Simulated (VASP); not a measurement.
# Hf (P6/mmm) in VASP: further runs

Runs on Hf. Level: revPBE. Tasks: single point.

Everything below comes from runs of VASP 6.6.1. Logs are shortened: lines on timing, memory, paths and dates and some standing lists are left out, and cuts for length are marked.

## Step 1: The cell of the first run

It takes space group P6/mmm (No. 191, hexagonal). Conventional cell: a = 5.094 Å, b = 5.094 Å, c = 3.161 Å, α = 90.00°, β = 90.00°, γ = 120.00°. Hf (site symmetry 6/mmm) has 14 Hf at 3.16 to 3.34 Å within 4.2 Å. Within 3.9 Å of Hf (site symmetry -6m2) lie 11 Hf at 2.94 to 3.34 Å.

This isn't the form of Hf at room conditions, which is hcp.

## Step 2: Single point, revPBE (23.68 Å³/atom)

File INCAR:

```
SYSTEM = Hf
PREC     = Accurate       ! precision mode
ENCUT    = 520            ! plane-wave cutoff, eV
EDIFF    = 1E-6           ! SCF threshold, eV
ISMEAR   = -1             ! smearing method
SIGMA    = 0.1            ! smearing width, eV
LREAL    = .False.        ! projectors in reciprocal space
LASPH    = .True.         ! aspherical terms in the spheres
NELM     = 100            ! most SCF steps
ALGO     = Normal         ! electronic algorithm
ISIF     = 2              ! what is computed and relaxed
LWAVE    = .False.        ! write WAVECAR
LCHARG   = .True.         ! write CHGCAR
GGA      = RE             ! functional
LELF     = .True.         ! ELF
LVHAR    = .True.       
NBANDS   = 22             ! bands
```

File KPOINTS:

```
Automatic mesh
0
Gamma
  8 8 11
  0 0 0
```

File POSCAR:

```
Hf
1.0
    5.0942279011      0.0000000000      0.0000000000
   -2.5471139505      4.4117307750      0.0000000000
    0.0000000000      0.0000000000      3.1607440821
Hf
3
Direct
    1.0000000000      1.0000000000      0.0000000000
    0.3333333333      0.6666666667      0.5000000000
    0.6666666667      0.3333333333      0.5000000000
```

Potentials or basis: VASP PAW PBE potentials, release 64 (Hf_pv).

Launch:

```
cat potpaw_PBE.64/Hf_pv/POTCAR > POTCAR
mpirun -np 1 vasp_std > vasp.out
```

OUTCAR:

```text
SYSTEM = Hf
   PREC = Accurate
   ENCUT = 520
   EDIFF = 1E-6
   ISMEAR = -1
   LREAL = .False.
   LASPH = .True.
   NELM = 100
   ISIF = 2
   GGA = RE

 ion  position               nearest neighbor table
   1  0.000  0.000  0.000-   2 3.34   3 3.34   2 3.34   3 3.34   2 3.34   2 3.34   3 3.34   3 3.34
                             3 3.34   3 3.34   2 3.34   2 3.34
   2  0.333  0.667  0.500-   3 2.94   3 2.94   3 2.94   1 3.34   1 3.34   1 3.34   1 3.34   1 3.34
                             1 3.34
   3  0.667  0.333  0.500-   2 2.94   2 2.94   2 2.94   1 3.34   1 3.34   1 3.34   1 3.34   1 3.34
                             1 3.34

  LATTYP: Found a hexagonal cell.
 ALAT       =     5.0942279011
 C/A-ratio  =     0.6204559638

  Lattice vectors:

 A1 = (   5.0942279011,   0.0000000000,   0.0000000000)
 A2 = (  -2.5471139505,   4.4117307750,   0.0000000000)
 A3 = (   0.0000000000,   0.0000000000,   3.1607440821)

Analysis of symmetry for initial positions (statically):
=====================================================================
 Subroutine PRICEL returns:
 Original cell was already a primitive cell.

 Routine SETGRP: Setting up the symmetry group for a
 hexagonal supercell.

 Subroutine GETGRP returns: Found 24 space group operations
 (whereof 24 operations were pure point group operations)
 out of a pool of 24 trial point group operations.

The static configuration has the point symmetry D_6h.

Analysis of symmetry for dynamics (positions and initial velocities):
=====================================================================
 Subroutine PRICEL returns:
 Original cell was already a primitive cell.

 Routine SETGRP: Setting up the symmetry group for a
 hexagonal supercell.

 Subroutine GETGRP returns: Found 24 space group operations
 (whereof 24 operations were pure point group operations)
 out of a pool of 24 trial point group operations.

The dynamic configuration has the point symmetry D_6h.

 Subroutine INISYM returns: Found 24 space group operations
 (whereof 24 operations are pure point group operations),
 and found     1 'primitive' translations

----------------------------------------------------------------------------------------

                                     Primitive cell

  volume of cell :      71.0357

  direct lattice vectors                    reciprocal lattice vectors
     5.094227901  0.000000000  0.000000000     0.196300601  0.113334205  0.000000000
[... 78 lines left out ...]
 SYSTEM =  Hf
   PREC   = accura    normal or accurate (medium, high low for compatibility)
   ISTART =      0    job   : 0-new  1-cont  2-samecut
   ICHARG =      2    charge: 1-file 2-atom 10-const
   ISPIN  =      1    spin polarized calculation?
   LNONCOLLINEAR =      F non collinear calculations
   LSORBIT =      F    spin-orbit coupling
   LASPH  =      T    aspherical Exc in radial PAW
   ENCUT  =  520.0 eV  38.22 Ry    6.18 a.u.   9.47  9.47  5.88*2*pi/ulx,y,z
   NELM   =    100;   NELMIN=  2; NELMDL= -5     # of ELM steps
   EDIFF  = 0.1E-05   stopping-criterion for ELM
   LREAL  =      F    real-space projection
[... 7 lines left out ...]
   TEBEG  =    0.0;   TEEND  =   0.0 temperature during run
   PSTRESS=    0.0 pullay stress
   NELECT =      30.0000    total number of electrons
   NUPDOWN=      -1.0000    fix difference up-down
   EMIN   =  10.00;   EMAX   =-10.00  energy-range for DOS
   EFERMI =   0.00;   METHOD = LEGACY
   ISMEAR =    -1;   SIGMA  =   0.10  broadening in eV -4-tet -1-fermi 0-gaus
   EFERMI_NEDOS =   21; number of points for ismear=-14 and -15
   IALGO  =     38    algorithm
   IMIX   =      4    mixing-type and parameters
     AMIX     =   0.40;   BMIX     =  1.00
     AMIX_MAG =   1.60;   BMIX_MAG =  1.00
  volume/ion in A,a.u.               =      23.68       159.79
  Fermi-wavevector in a.u.,A,eV,Ry     =   1.228258  2.321071 20.525998  1.508618
  Thomas-Fermi vector in A             =   2.363191
   LORBIT       =      0    0 simple, 1 ext, 2 COOP (PROOUT), +10 PAW based schemes
   GGA     = RE    functional components
   LHFCALC =     F    Hartree Fock is set to
   AEXX    =    0.0000 exact exchange contribution
   IVDW    =     0    specifies the selected vdW correction
   LEPSILON=     F    determine dielectric tensor
   LRPA    =     F    only Hartree local field effects (RPA)
 non-spin polarized calculation
  energy-cutoff  :      520.00
  volume of cell :       71.04
 maximum number of plane-waves:      1956
 NGX is ok and might be reduce to    40
   NGX = 19   NGY = 19   NGZ = 11

 number of electron      29.9999996 magnetization

 Free energy of the ion-electron system (eV)
  ---------------------------------------------------
  ext. energy  EPLUGINS =         0.00000000
  ---------------------------------------------------
  free energy    TOTEN  =       -28.61913419 eV

  energy without entropy =      -28.52672395  energy(sigma->0) =      -28.57292907

 E-fermi :   4.4155     XC(G=0): -10.9800

 val. band max:        4.4003654515   @ k =   0.3750   0.2500   0.1818
 cond. band min:       4.4253334567   @ k =   0.3750   0.1250   0.4545
 fundamental gap:      0.0249680052
 Fermi energy:         4.4154745974

 k-point     1 :       0.0000    0.0000    0.0000
  band No.  band energies     occupation
      1     -26.4738      2.00000
      2     -26.4738      2.00000
      3     -26.3514      2.00000
      4     -26.3514      2.00000
      5     -26.1266      2.00000
      6     -25.9116      2.00000
[... 589 lines left out ...]
     21       7.5043      0.00000
     22       8.0145      0.00000

 [... further k-points ...]

------------------------ aborting loop because EDIFF is reached ----------------------------------------

  FORCE on cell =-STRESS in cart. coord.  units (eV):
  Direction    XX          YY          ZZ          XY          YZ          ZX
  --------------------------------------------------------------------------------------
  -------------------------------------------------------------------------------------
  Total       -1.8718817     -1.8718817     -1.7978624     -0.0000000      0.0000000      0.0000000
  in kB      -42.2194206    -42.2194206    -40.5499497     -0.0000000      0.0000000      0.0000000
  external PRESSURE =     -41.6629303 kB  Pullay stress =       0.0000000 kB

 VOLUME and BASIS-vectors are now :
 -----------------------------------------------------------------------------
  energy-cutoff  :      520.00
  volume of cell :       71.04
      direct lattice vectors                 reciprocal lattice vectors
     5.094227901  0.000000000  0.000000000     0.196300601  0.113334205  0.000000000
    -2.547113951  4.411730775  0.000000000     0.000000000  0.226668410  0.000000000
     0.000000000  0.000000000  3.160744082     0.000000000  0.000000000  0.316381198

 POSITION                                       TOTAL-FORCE (eV/Angst)
 -----------------------------------------------------------------------------------
      0.00000      0.00000      0.00000         0.000000      0.000000      0.000000
     -0.00000      2.94115      1.58037         0.000000      0.000000      0.000000
      2.54711      1.47058      1.58037        -0.000000      0.000000      0.000000
 -----------------------------------------------------------------------------------
    total drift:                                0.000000     -0.000000      0.000000

  FREE ENERGIE OF THE ION-ELECTRON SYSTEM (eV)
  ---------------------------------------------------
  free  energy   TOTEN  =       -28.6191341885 eV

  energy  without entropy=      -28.5267239482  energy(sigma->0) =      -28.57292907
```

Run time: 2.6 min. Hardware: 1 thread of AMD EPYC 7R13, shared host; peak memory 0.2 GiB.

What came out:

| Item | Value |
| --- | --- |
| Free energy | -28.6191 eV |
| Pressure | -4.2 GPa |
| Band gap on the k mesh | zero (bands 15 and 16 overlap by 0.84 eV) |

Stress tensor (GPa, compression positive):
```
-4.22  0.00  0.00
 0.00 -4.22  0.00
 0.00  0.00 -4.05
```

Caveat: the cell stands under tension; the PAW data sets were made with another functional, which shifts forces and pressure a little; spin-orbit coupling is left out, which moves the levels of the heavy elements.

## Step 3: Single point, revPBE (24.59 Å³/atom)

This run uses another cell than the first one, of 24.59 Å³/atom.

File INCAR:

```
PREC = Accurate
ENCUT = 520
EDIFF = 1E-6
ISMEAR = -1
SIGMA = 0.1
LREAL = False
LASPH = True
NELM = 60
ALGO = Normal
ISIF = 2
LWAVE = False
LCHARG = False
GGA = RE
NBANDS = 22
```

File KPOINTS:

```
regular mesh
0
Gamma
  8 8 11
```

File POSCAR:

```
Hf
1.0
    5.1587186448      0.0000000000      0.0000000000
   -2.5793593224      4.4675813974      0.0000000000
    0.0000000000      0.0000000000      3.2007577487
Hf
3
Direct
    1.0000000000      1.0000000000      0.0000000000
    0.3333333333      0.6666666667      0.5000000000
    0.6666666667      0.3333333333      0.5000000000
```

Potentials or basis: VASP PAW PBE potentials, release 64 (Hf_pv).

Launch:

```
cat potpaw_PBE.64/Hf_pv/POTCAR > POTCAR
mpirun -np 1 vasp_std > vasp.out
```

It took 2.8 min on 1 thread of AMD EPYC 7R13, shared host; peak memory 0.2 GiB.

It converged, with:

* Free energy: -28.5215 eV
* Pressure: -7.3 GPa
* Band gap on the k mesh: zero (bands 15 and 16 overlap by 0.81 eV)

Stress tensor (GPa, compression positive):
```
-7.32  0.00  0.00
 0.00 -7.32  0.00
 0.00  0.00 -7.18
```

Levels at points of the mesh, in eV from the Fermi level:
| k point | band 13 | band 14 | band 15 | band 16 | band 17 | band 18 |
| --- | --- | --- | --- | --- | --- | --- |
| (0.00, 0.00, 0.00) | -0.64 | -0.62 | -0.61 | -0.61 | 1.05 | 2.00 |
| (0.50, 0.00, 0.00) | -0.30 | -0.24 | -0.23 | 0.28 | 0.67 | 0.83 |

Caveat: the cell stands under tension; the PAW data sets were made with another functional, which shifts forces and pressure a little; spin-orbit coupling is left out, which moves the levels of the heavy elements.

## Step 4: Single point, revPBE (25.50 Å³/atom)

This run uses another cell than the first one, of 25.50 Å³/atom.

File INCAR:

```
PREC = Accurate
ENCUT = 520
EDIFF = 1E-7
ISMEAR = -1
SIGMA = 0.1
LREAL = F
LASPH = T
NELM = 80
ALGO = Normal
ISIF = 2
LWAVE = F
LCHARG = T
GGA = RE
LELF = T
LVHAR = T
NBANDS = 22
```

File KPOINTS:

```
Automatic mesh
0
Gamma
  8 8 11
```

File POSCAR:

```
Hf
1.0
    5.2216360486      0.0000000000      0.0000000000
   -2.6108180243      4.5220694674      0.0000000000
    0.0000000000      0.0000000000      3.2397952271
Hf
3
Direct
    1.0000000000      1.0000000000      0.0000000000
    0.3333333333      0.6666666667      0.5000000000
    0.6666666667      0.3333333333      0.5000000000
```

Potentials or basis: VASP PAW PBE potentials, release 64 (Hf_pv).

Launch:

```
cat potpaw_PBE.64/Hf_pv/POTCAR > POTCAR
mpirun -np 1 vasp_std > vasp.out
```

OUTCAR:

```text
PREC = Accurate
   ENCUT = 520
   EDIFF = 1E-7
   ISMEAR = -1
   LREAL = F
   LASPH = T
   NELM = 80
   ISIF = 2
   GGA = RE

 ion  position               nearest neighbor table
   1  0.000  0.000  0.000-   2 3.42   3 3.42   2 3.42   3 3.42   2 3.42   2 3.42   3 3.42   3 3.42
                             3 3.42   3 3.42   2 3.42   2 3.42
   2  0.333  0.667  0.500-   3 3.01   3 3.01   3 3.01   1 3.42   1 3.42   1 3.42   1 3.42   1 3.42
                             1 3.42
   3  0.667  0.333  0.500-   2 3.01   2 3.01   2 3.01   1 3.42   1 3.42   1 3.42   1 3.42   1 3.42
                             1 3.42

  LATTYP: Found a hexagonal cell.
 ALAT       =     5.2216360486
 C/A-ratio  =     0.6204559638

  Lattice vectors:

 A1 = (   5.2216360486,   0.0000000000,   0.0000000000)
 A2 = (  -2.6108180243,   4.5220694674,   0.0000000000)
 A3 = (   0.0000000000,   0.0000000000,   3.2397952271)

Analysis of symmetry for initial positions (statically):
=====================================================================
 Subroutine PRICEL returns:
 Original cell was already a primitive cell.

 Routine SETGRP: Setting up the symmetry group for a
[... 168 lines left out ...]
  energy without entropy =      -28.27326367  energy(sigma->0) =      -28.32436693

 E-fermi :   3.9407     XC(G=0): -10.6536

 val. band max:        3.9367467745   @ k =   0.3750   0.2500   0.3636
 cond. band min:       3.9592300145   @ k =   0.3750   0.1250   0.0909
 fundamental gap:      0.0224832400
 Fermi energy:         3.9407266681

 k-point     1 :       0.0000    0.0000    0.0000
  band No.  band energies     occupation
      1     -27.1497      2.00000
      2     -27.1497      2.00000
      3     -26.9554      2.00000
      4     -26.9554      2.00000
      5     -26.8545      2.00000
      6     -26.6451      2.00000
[... 589 lines left out ...]
     21       6.8219      0.00000
     22       7.2889      0.00000

 [... further k-points ...]

------------------------ aborting loop because EDIFF is reached ----------------------------------------

  FORCE on cell =-STRESS in cart. coord.  units (eV):
  Direction    XX          YY          ZZ          XY          YZ          ZX
  --------------------------------------------------------------------------------------
  -------------------------------------------------------------------------------------
  Total       -4.7192595     -4.7192595     -4.6535095      0.0000000     -0.0000000      0.0000000
  in kB      -98.8377957    -98.8377957    -97.4607617      0.0000000     -0.0000000      0.0000000
  external PRESSURE =     -98.3787843 kB  Pullay stress =       0.0000000 kB

 VOLUME and BASIS-vectors are now :
 -----------------------------------------------------------------------------
  energy-cutoff  :      520.00
  volume of cell :       76.50
      direct lattice vectors                 reciprocal lattice vectors
     5.221636049  0.000000000  0.000000000     0.191510858  0.110568845  0.000000000
    -2.610818024  4.522069467  0.000000000     0.000000000  0.221137691  0.000000000
     0.000000000  0.000000000  3.239795227     0.000000000  0.000000000  0.308661483

 POSITION                                       TOTAL-FORCE (eV/Angst)
 -----------------------------------------------------------------------------------
      0.00000      0.00000      0.00000         0.000000      0.000000      0.000000
     -0.00000      3.01471      1.61990         0.000000      0.000000      0.000000
      2.61082      1.50736      1.61990        -0.000000      0.000000      0.000000
 -----------------------------------------------------------------------------------
    total drift:                                0.000000     -0.000000      0.000000

  FREE ENERGIE OF THE ION-ELECTRON SYSTEM (eV)
  ---------------------------------------------------
  free  energy   TOTEN  =       -28.3754701872 eV

  energy  without entropy=      -28.2732636730  energy(sigma->0) =      -28.32436693
```

OSZICAR:

```text
N       E                     dE             d eps       ncg     rms          rms(c)
DAV:   1     0.929657198651E+02    0.92966E+02   -0.16302E+04  2680   0.127E+03
DAV:   2    -0.242547175438E+02   -0.11722E+03   -0.11127E+03  3038   0.290E+02
DAV:   3    -0.296010636878E+02   -0.53463E+01   -0.50513E+01  3632   0.376E+01
DAV:   4    -0.297047959321E+02   -0.10373E+00   -0.10335E+00  3270   0.531E+00
DAV:   5    -0.297075156705E+02   -0.27197E-02   -0.27189E-02  3612   0.696E-01    0.712E+01
DAV:   6    -0.287081810727E+02    0.99933E+00   -0.10300E+00  2862   0.609E+00    0.412E+01
DAV:   7    -0.283923966774E+02    0.31578E+00   -0.17205E+00  3066   0.742E+00    0.275E+00
DAV:   8    -0.283756286596E+02    0.16768E-01   -0.13538E-01  3078   0.202E+00    0.390E-01
DAV:   9    -0.283754937691E+02    0.13489E-03   -0.29944E-03  3584   0.315E-01    0.228E-01
DAV:  10    -0.283754625704E+02    0.31199E-04   -0.11696E-04  3336   0.644E-02    0.192E-01
DAV:  11    -0.283754709763E+02   -0.84059E-05   -0.75562E-06  3398   0.200E-02    0.195E-02
DAV:  12    -0.283754702623E+02    0.71398E-06   -0.11290E-06  3362   0.595E-03    0.620E-03
DAV:  13    -0.283754701872E+02    0.75086E-07   -0.13782E-07  2378   0.235E-03
   1 F= -.28375470E+02 E0= -.28324367E+02  d E =-.102207E+00
```

Wall time 2.5 min (1 thread of AMD EPYC 7R13, shared host); peak memory 0.2 GiB.

What came out:

```yaml
Free_energy: -28.3755 eV
Pressure: -9.8 GPa
Band_gap_on_the_k_mesh: zero (bands 15 and 16 overlap by 0.81 eV)
```

Caveat: the cell stands under tension; the PAW data sets were made with another functional, which shifts forces and pressure a little; spin-orbit coupling is left out, which moves the levels of the heavy elements.

## Step 5: Single point, revPBE

This run uses another cell than the first one, of 22.77 Å³/atom.

File INCAR:

```
SYSTEM = Hf
  PREC = Accurate
  ENCUT = 520
  EDIFF = 1E-7
  ISMEAR = -1
  SIGMA = 0.1
  LREAL = .FALSE.
  LASPH = .TRUE.
  NELM = 60
  ALGO = Normal
  ISIF = 2
  LWAVE = .FALSE.
  LCHARG = .FALSE.
  GGA = RE
  NBANDS = 22
```

File KPOINTS:

```
regular mesh
0
G
  10 10 13
  0 0 0
```

File POSCAR:

```
Hf
1.0
    5.0280616080      0.0000000000      0.0000000000
   -2.5140308040      4.3544290843      0.0000000000
    0.0000000000      0.0000000000      3.1196908109
Hf
3
Direct
    1.0000000000      1.0000000000      0.0000000000
    0.3333333333      0.6666666667      0.5000000000
    0.6666666667      0.3333333333      0.5000000000
```

Launch:

```
cat potpaw_PBE.64/Hf_pv/POTCAR > POTCAR
mpirun -np 1 vasp_std > vasp.out
```

Wall time 5.3 min (1 thread of AMD EPYC 7R13, shared host); peak memory 0.23 GiB.

Results (log left out):

```
Free energy            : -28.6581 eV
Pressure               : -0.4 GPa
Band gap on the k mesh : zero (bands 15 and 16 overlap by 0.98 eV)
```

Stress tensor (GPa, compression positive):
```
-0.47  0.00  0.00
 0.00 -0.47  0.00
 0.00  0.00 -0.34
```

Levels at points of the mesh, in eV from the Fermi level:
| k point | band 12 | band 13 | band 14 | band 15 | band 16 | band 17 | band 18 | band 19 |
| --- | --- | --- | --- | --- | --- | --- | --- | --- |
| (0.00, 0.00, 0.00) | -0.64 | -0.64 | -0.62 | -0.62 | -0.61 | 1.11 | 2.12 | 2.12 |
| (0.50, 0.00, 0.00) | -3.42 | -0.40 | -0.33 | -0.29 | 0.23 | 0.87 | 0.92 | 1.62 |

Caveat: the PAW data sets were made with another functional, which shifts forces and pressure a little; spin-orbit coupling is left out, which moves the levels of the heavy elements.

## Step 6: Summary

| cell | k mesh | gap on the mesh (eV) | pressure (GPa) |
| --- | --- | --- | --- |
| a = 5.094, b = 5.094, c = 3.161 Å, angles 90.0, 90.0, 120.0°, 3 atoms | 8 × 8 × 11 | none | -4.2 |
| a = 5.159, b = 5.159, c = 3.201 Å, angles 90.0, 90.0, 120.0°, 3 atoms | 8 × 8 × 11 | none | -7.3 |
| a = 5.222, b = 5.222, c = 3.240 Å, angles 90.0, 90.0, 120.0°, 3 atoms | 8 × 8 × 11 | none | -9.8 |
| a = 5.028, b = 5.028, c = 3.120 Å, angles 90.0, 90.0, 120.0°, 3 atoms | 10 × 10 × 13 | none | -0.4 |

Alike in all rows: task single point; level revPBE; potentials or basis VASP PAW PBE potentials, release 64 (Hf_pv); no spin polarisation; cutoff (eV) 520; smearing fermi-dirac 0.1 eV.

Caveats: the PAW data sets were made with another functional, which shifts forces and pressure a little; spin-orbit coupling is left out, which moves the levels of the heavy elements; the cell stands under tension (at least some runs).

Absolute energies hang on the potentials; compare differences alone.
